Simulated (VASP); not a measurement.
# ZnS (P6_3mc) in VASP: notebook

The runs below take ZnS through single point, with PBE.

All numbers are computed with VASP 6.6.1; they aren't measurements. Logs are shortened: lines on timing, memory, paths and dates and some standing lists are left out, and cuts for length are marked.

## Step 1: The cell of the first run

Symmetry: P6_3mc, No. 186, hexagonal system. Conventional cell: a = 3.844 Å, b = 3.844 Å, c = 6.305 Å, α = 90.00°, β = 90.00°, γ = 120.00°. Within 3.1 Å of Zn (site symmetry 3m) lie 4 S at 2.36 Å. Within 3.1 Å of S (site symmetry 3m) lie 4 Zn at 2.36 Å.

## Step 2: Single point, PBE

The input, INCAR:

```
  PREC = Accurate
  ENCUT = 520
  EDIFF = 1E-6
  ISMEAR = 0
  SIGMA = 0.02
  LREAL = F
  LASPH = T
  NELM = 100
  ALGO = Normal
  ISIF = 2
  LWAVE = F
  LCHARG = T
  GGA = PE
  LELF = T
  LVHAR = T
  NBANDS = 26
```

The input, KPOINTS:

```
regular mesh
0
Gamma
  12 12 4
```

The input, POSCAR:

```
ZnS
1.0
    3.8440669304      0.0000000000      0.0000000000
   -1.9220334652      3.3290596156      0.0000000000
    0.0000000000      0.0000000000      6.3046430532
Zn S
2 2
Direct
    0.3333333333      0.6666666667      0.0002666736
    0.6666666667      0.3333333333      0.5002666736
    0.3333333333      0.6666666667      0.3747333264
    0.6666666667      0.3333333333      0.8747333264
```

Potentials or basis: VASP PAW PBE potentials, release 64 (Zn, S).

Launch:

```bash
> cat potpaw_PBE.64/Zn/POTCAR potpaw_PBE.64/S/POTCAR > POTCAR
> mpirun -np 1 vasp_std > vasp.out
```

OUTCAR:

```text
PREC = Accurate
   ENCUT = 520
   EDIFF = 1E-6
   ISMEAR = 0
   LREAL = F
   LASPH = T
   NELM = 100
   ISIF = 2
   GGA = PE

 ion  position               nearest neighbor table
   1  0.333  0.667  0.000-   4 2.36   4 2.36   4 2.36   3 2.36
   2  0.667  0.333  0.500-   3 2.36   3 2.36   3 2.36   4 2.36
   3  0.333  0.667  0.375-   2 2.36   2 2.36   2 2.36   1 2.36
   4  0.667  0.333  0.875-   1 2.36   1 2.36   1 2.36   2 2.36

  LATTYP: Found a hexagonal cell.
 ALAT       =     3.8440669304
 C/A-ratio  =     1.6400971074

  Lattice vectors:

 A1 = (   3.8440669304,   0.0000000000,   0.0000000000)
 A2 = (  -1.9220334652,   3.3290596156,   0.0000000000)
 A3 = (   0.0000000000,   0.0000000000,   6.3046430532)

Analysis of symmetry for initial positions (statically):
=====================================================================
 Subroutine PRICEL returns:
 Original cell was already a primitive cell.

 Routine SETGRP: Setting up the symmetry group for a
 hexagonal supercell.

 Subroutine GETGRP returns: Found 12 space group operations
 (whereof  6 operations were pure point group operations)
 out of a pool of 24 trial point group operations.

The static configuration has the point symmetry C_3v.
 The point group associated with its full space group is C_6v.

Analysis of symmetry for dynamics (positions and initial velocities):
=====================================================================
 Subroutine PRICEL returns:
 Original cell was already a primitive cell.

 Routine SETGRP: Setting up the symmetry group for a
 hexagonal supercell.

 Subroutine GETGRP returns: Found 12 space group operations
 (whereof  6 operations were pure point group operations)
 out of a pool of 24 trial point group operations.

The dynamic configuration has the point symmetry C_3v.
 The point group associated with its full space group is C_6v.

 Subroutine INISYM returns: Found 12 space group operations
 (whereof  6 operations are pure point group operations),
 and found     1 'primitive' translations

----------------------------------------------------------------------------------------

                                     Primitive cell

  volume of cell :      80.6813

  direct lattice vectors                    reciprocal lattice vectors
     3.844066930  0.000000000  0.000000000     0.260141152  0.150192564  0.000000000
    -1.922033465  3.329059616  0.000000000     0.000000000  0.300385128  0.000000000
     0.000000000  0.000000000  6.304643053     0.000000000  0.000000000  0.158613262

  length of vectors
     3.844066930  3.844066930  6.304643053     0.300385128  0.300385128  0.158613262

  position of ions in fractional coordinates (direct lattice)
     0.333333333  0.666666667  0.000266674
     0.666666667  0.333333333  0.500266674
     0.333333333  0.666666667  0.374733326
     0.666666667  0.333333333  0.874733326

  ion indices of the primitive-cell ions
   primitive index   ion index
                 1           1
                 2           2
                 3           3
                 4           4

----------------------------------------------------------------------------------------

 KPOINTS: regular mesh

Automatic generation of k-mesh.
 Grid dimensions read from file:
 generate k-points for:   12   12    4

 Generating k-lattice:

  Cartesian coordinates                     Fractional coordinates (reciprocal lattice)
     0.021678429  0.012516047  0.000000000     0.083333333 -0.000000000  0.000000000
     0.000000000  0.025032094  0.000000000     0.000000000  0.083333333  0.000000000
     0.000000000  0.000000000  0.039653315     0.000000000  0.000000000  0.250000000

  Length of vectors
     0.025032094  0.025032094  0.039653315

  Shift w.r.t. Gamma in fractional coordinates (k-lattice)
     0.000000000  0.000000000  0.000000000

 Subroutine IBZKPT returns following result:
 ===========================================

 Found     57 irreducible k-points:

 Following reciprocal coordinates:
            Coordinates               Weight
  0.000000  0.000000  0.000000      1.000000
  0.083333  0.000000  0.000000      6.000000
  0.166667  0.000000  0.000000      6.000000
  0.250000  0.000000  0.000000      6.000000
  0.333333  0.000000  0.000000      6.000000
  0.416667  0.000000  0.000000      6.000000
[... 16 lines left out ...]
  0.250000  0.000000  0.250000     12.000000
  0.333333  0.000000  0.250000     12.000000
 [... further k-points ...]
   k-points           NKPTS =     57   k-points in BZ     NKDIM =     57   number of bands    NBANDS=     26
   number of dos      NEDOS =    301   number of ions     NIONS =      4
   total plane-waves  NPLWV =  43200
   dimension x,y,z NGX =    30 NGY =   30 NGZ =   48
   dimension x,y,z NGXF=    60 NGYF=   60 NGZF=   96
   ions per type =               2   2
   NGX,Y,Z   is equivalent  to a cutoff of  12.97, 12.97, 12.66 a.u.
   NGXF,Y,Z  is equivalent  to a cutoff of  25.95, 25.95, 25.31 a.u.
 SYSTEM =  unknown system
   PREC   = accura    normal or accurate (medium, high low for compatibility)
   ISTART =      0    job   : 0-new  1-cont  2-samecut
   ICHARG =      2    charge: 1-file 2-atom 10-const
   ISPIN  =      1    spin polarized calculation?
   LNONCOLLINEAR =      F non collinear calculations
   LSORBIT =      F    spin-orbit coupling
   LASPH  =      T    aspherical Exc in radial PAW
   ENCUT  =  520.0 eV  38.22 Ry    6.18 a.u.   7.15  7.15 11.72*2*pi/ulx,y,z
   NELM   =    100;   NELMIN=  2; NELMDL= -5     # of ELM steps
   EDIFF  = 0.1E-05   stopping-criterion for ELM
   LREAL  =      F    real-space projection
   EDIFFG = 0.1E-04   stopping-criterion for IOM
   NSW    =      0    number of steps for IOM
   IBRION =     -1    ionic relax: 0-MD 1-quasi-New 2-CG
   NFREE  =      0    steps in history (QN), initial steepest desc. (CG)
   ISIF   =      2    stress and relaxation
   ISYM   =      2    0-nonsym 1-usesym 2-fastsym
   POTIM  = 0.5000    time-step for ionic-motion
   TEBEG  =    0.0;   TEEND  =   0.0 temperature during run
   PSTRESS=    0.0 pullay stress
   NELECT =      36.0000    total number of electrons
   NUPDOWN=      -1.0000    fix difference up-down
   EMIN   =  10.00;   EMAX   =-10.00  energy-range for DOS
   EFERMI =   0.00;   METHOD = LEGACY
   ISMEAR =     0;   SIGMA  =   0.02  broadening in eV -4-tet -1-fermi 0-gaus
   EFERMI_NEDOS =   21; number of points for ismear=-14 and -15
   IALGO  =     38    algorithm
   IMIX   =      4    mixing-type and parameters
     AMIX     =   0.40;   BMIX     =  1.00
     AMIX_MAG =   1.60;   BMIX_MAG =  1.00
  volume/ion in A,a.u.               =      20.17       136.12
  Fermi-wavevector in a.u.,A,eV,Ry     =   1.250983  2.364015 21.292545  1.564958
  Thomas-Fermi vector in A             =   2.384952
   LORBIT       =      0    0 simple, 1 ext, 2 COOP (PROOUT), +10 PAW based schemes
   GGA     = PE    functional components
   LHFCALC =     F    Hartree Fock is set to
   AEXX    =    0.0000 exact exchange contribution
   IVDW    =     0    specifies the selected vdW correction
   LEPSILON=     F    determine dielectric tensor
   LRPA    =     F    only Hartree local field effects (RPA)
 non-spin polarized calculation
 Gauss-broadening in eV      SIGMA  =   0.02
  energy-cutoff  :      520.00
  volume of cell :       80.68
 maximum number of plane-waves:      2208
 NGX is ok and might be reduce to    30
   NGX = 15   NGY = 15   NGZ = 23

 number of electron      36.0000027 magnetization

 Free energy of the ion-electron system (eV)
  ---------------------------------------------------
  ext. energy  EPLUGINS =         0.00000000
  ---------------------------------------------------
  free energy    TOTEN  =       -13.69372184 eV

  energy without entropy =      -13.69372184  energy(sigma->0) =      -13.69372184

 E-fermi :   2.0186     XC(G=0):  -9.5198

 val. band max:        1.9204989913   @ k =   0.0000   0.0000   0.0000
 cond. band min:       4.0051744598   @ k =   0.0000   0.0000   0.0000
 fundamental gap:      2.0846754684
 Fermi energy:         2.0186010799

 k-point     1 :       0.0000    0.0000    0.0000
  band No.  band energies     occupation
      1     -11.0923      2.00000
      2     -10.2022      2.00000
      3      -4.3382      2.00000
      4      -4.3260      2.00000
      5      -4.3260      2.00000
      6      -4.2477      2.00000
[... 18 lines left out ...]
     25       9.5993      0.00000
     26      11.0512      0.00000

 k-point     2 :       0.0833    0.0000    0.0000
  band No.  band energies     occupation
      1     -11.0471      2.00000
      2     -10.1768      2.00000
      3      -4.3344      2.00000
      4      -4.3231      2.00000
      5      -4.3169      2.00000
      6      -4.2428      2.00000
[... 18 lines left out ...]
     25       9.8069      0.00000
     26      10.7834      0.00000

 k-point     3 :       0.1667    0.0000    0.0000
  band No.  band energies     occupation
      1     -10.9176      2.00000
      2     -10.1081      2.00000
      3      -4.3357      2.00000
      4      -4.3027      2.00000
      5      -4.2934      2.00000
      6      -4.2235      2.00000
[... 18 lines left out ...]
     25      10.1785      0.00000
     26      10.3815      0.00000

 k-point     4 :       0.2500    0.0000    0.0000
  band No.  band energies     occupation
      1     -10.7234      2.00000
      2     -10.0182      2.00000
      3      -4.3324      2.00000
      4      -4.2765      2.00000
      5      -4.2653      2.00000
      6      -4.1778      2.00000
[... 18 lines left out ...]
     25      10.3801      0.00000
     26      10.7237      0.00000
[... 496 lines left out ...]
      1     -10.8122      2.00000
      2     -10.2419      2.00000
      3      -4.3461      2.00000
      4      -4.2942      2.00000
      5      -4.2825      2.00000
      6      -4.2415      2.00000
[... 18 lines left out ...]
     25      10.0157      0.00000
     26      10.2375      0.00000

 k-point    23 :       0.2500    0.0000    0.2500
  band No.  band energies     occupation
      1     -10.6288      2.00000
      2     -10.1308      2.00000
      3      -4.3433      2.00000
      4      -4.2807      2.00000
      5      -4.2503      2.00000
      6      -4.1917      2.00000
[... 18 lines left out ...]
     25      10.3213      0.00000
     26      10.7961      0.00000

 k-point    24 :       0.3333    0.0000    0.2500
  band No.  band energies     occupation
      1     -10.4211      2.00000
      2     -10.0250      2.00000
      3      -4.3328      2.00000
      4      -4.2607      2.00000
      5      -4.2228      2.00000
      6      -4.1181      2.00000
[... 18 lines left out ...]
     25      10.6234      0.00000
     26      11.6347      0.00000

 [... further k-points ...]
[... 5 lines left out ...]
  --------------------------------------------------------------------------------------
  -------------------------------------------------------------------------------------
  Total        0.0967283      0.0967283      0.0988010      0.0000000      0.0000000      0.0000000
  in kB        1.9208406      1.9208406      1.9619992      0.0000000      0.0000000      0.0000000
  external PRESSURE =       1.9345601 kB  Pullay stress =       0.0000000 kB

 VOLUME and BASIS-vectors are now :
 -----------------------------------------------------------------------------
  energy-cutoff  :      520.00
  volume of cell :       80.68
      direct lattice vectors                 reciprocal lattice vectors
     3.844066930  0.000000000  0.000000000     0.260141152  0.150192564  0.000000000
    -1.922033465  3.329059616  0.000000000     0.000000000  0.300385128  0.000000000
     0.000000000  0.000000000  6.304643053     0.000000000  0.000000000  0.158613262

 POSITION                                       TOTAL-FORCE (eV/Angst)
 -----------------------------------------------------------------------------------
     -0.00000      2.21937      0.00168         0.000000      0.000000     -0.000410
      1.92203      1.10969      3.15400         0.000000     -0.000000     -0.000410
     -0.00000      2.21937      2.36256        -0.000000     -0.000000      0.000410
      1.92203      1.10969      5.51488         0.000000      0.000000      0.000410
 -----------------------------------------------------------------------------------
    total drift:                               -0.000000      0.000000      0.000013

  FREE ENERGIE OF THE ION-ELECTRON SYSTEM (eV)
  ---------------------------------------------------
  free  energy   TOTEN  =       -13.6937218421 eV

  energy  without entropy=      -13.6937218421  energy(sigma->0) =      -13.69372184
```

It took 79 s on 1 thread of Intel Xeon Platinum 8559C (Emerald Rapids), shared host; peak memory 0.24 GiB.

What came out:

```yaml
Free_energy: -13.6937 eV
Pressure: 0.2 GPa
Band_gap_on_the_k_mesh: 2.08 eV, direct
```

A k mesh can miss the band edges. PBE gaps usually lie below the measured ones, often by a third to a half.

## Step 3: Single point, PBE (equal strain along all axes, cell held: +1.0 %, then relaxed in part)

The input, INCAR:

```
SYSTEM = ZnS
PREC = Accurate ; ENCUT = 520
EDIFF = 1E-6 ; ISMEAR = 0
SIGMA = 0.02 ; LREAL = .False.
LASPH = .True. ; NELM = 60
ALGO = Normal ; ISIF = 2
LWAVE = .False. ; LCHARG = .False.
GGA = PE ; NBANDS = 26
```

The input, KPOINTS:

```
Automatic mesh
0
Gamma
  12 12 4
  0 0 0
```

The input, POSCAR:

```
ZnS
1.0
    3.8825075997      0.0000000000      0.0000000000
   -1.9412537999      3.3623502117      0.0000000000
    0.0000000000      0.0000000000      6.3676894837
Zn S
2 2
Direct
    0.3333333333      0.6666666667      0.0002666736
    0.6666666667      0.3333333333      0.5002666736
    0.3333333333      0.6666666667      0.3747333264
    0.6666666667      0.3333333333      0.8747333264
```

Potentials or basis: VASP PAW PBE potentials, release 64 (Zn, S).

Launch:

```bash
> cat potpaw_PBE.64/Zn/POTCAR potpaw_PBE.64/S/POTCAR > POTCAR
> mpirun -np 1 vasp_std > vasp.out
```

Wall time 1.9 min (1 thread of Intel Xeon Platinum 8559C (Emerald Rapids), shared host); peak memory 0.25 GiB.

It converged, with:

* Free energy: -13.6818 eV
* Pressure: -1.8 GPa
* Largest force: 0.006 eV/Å
* Band gap on the k mesh: 1.95 eV, direct

Forces on the atoms (eV/Å):
```
Zn   0.000  0.000 -0.006
Zn   0.000  0.000 -0.006
S    0.000  0.000  0.006
S    0.000  0.000  0.006
```

Levels at points of the mesh, in eV from the valence-band top:
```csv
k point,band 14,band 15,band 16,band 17,band 18,band 19,band 20,band 21,band 22,band 23
"(0.00, 0.00, 0.00)",-0.81,-0.81,-0.07,0.00,0.00,1.95,3.00,6.34,6.34,6.60
"(0.50, 0.00, 0.00)",-3.90,-3.01,-2.04,-1.53,-0.81,3.70,4.10,5.16,6.94,7.16
"(0.00, 0.00, 0.50)",-2.74,-0.43,-0.43,-0.43,-0.43,3.39,3.39,6.69,6.69,6.79
"(0.50, 0.00, 0.50)",-4.60,-1.50,-1.50,-1.47,-1.47,3.52,3.52,5.26,5.26,8.72
```

Caveat: the cell differs from its parent crystal (equal strain along all axes, cell held: +1.0 %, then relaxed in part).

[end of part 1 of 2]
